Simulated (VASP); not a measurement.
Input of a VASP 6.6.1 run:

File INCAR:

```
PREC = Accurate ; ENCUT = 520
EDIFF = 1E-7 ; ISMEAR = -1
SIGMA = 0.1 ; LREAL = Auto
LASPH = T ; NELM = 100
ALGO = Normal ; ISIF = 2
LWAVE = F ; LCHARG = F
GGA = PE ; NBANDS = 129
```

Contents of KPOINTS:

```
Automatic mesh
0
Gamma
  3 3 3
```

The input POSCAR:

```
W16O
1.0
    6.3200000000      0.0000000000      0.0000000000
    0.0000000000      6.3200000000      0.0000000000
    0.0000000000      0.0000000000      6.3200000000
W O
16 1
Direct
    0.0003863924     -0.0033699367      0.0037129747
    0.4986332278     -0.0032867089      0.0036300633
    0.0001375000      0.5000922468      0.0026916139
    0.0001414557     -0.0023465190      0.5002544304
    0.2494916139      0.2454662975      0.2460732595
    0.4989843354      0.5000446203      0.0026791139
    0.4989805380     -0.0023332278      0.5003011076
    0.7495017405      0.2502939873      0.2513732595
    0.0341276899      0.5092998418      0.4910479430
    0.2496109177      0.7573191456      0.2430229430
    0.2494207278      0.2461109177      0.7542378165
    0.4647925633      0.5090541139      0.4912919304
    0.7494517405      0.7556792722      0.2446688291
    0.7495648734      0.2251106013      0.7752349684
    0.2494927215      0.7542677215      0.7548803797
    0.7495009494      0.7489650316      0.7500465190
    0.7494697785      0.4439240506      0.5563922468
```

Potentials or basis: VASP PAW PBE potentials, release 64 (W_sv, O).

Launch:

```sh
$ cat potpaw_PBE.64/W_sv/POTCAR potpaw_PBE.64/O/POTCAR > POTCAR
$ mpirun -np 1 vasp_std > vasp.out
```

Q: Estimate the pressure.

A: 20.0 GPa.

Q: What does it give for the band gap on the k mesh?

A: Zero (bands 115 and 116 overlap by 0.25 eV).

Q: Predict the largest force.

A: 0.188 eV/Å.

Stress tensor (GPa, compression positive):
```
25.59  0.00  0.00
 0.00 17.27 -3.76
 0.00 -3.76 17.27
```

Caveat: spin-orbit coupling is left out, which moves the levels of the heavy elements.
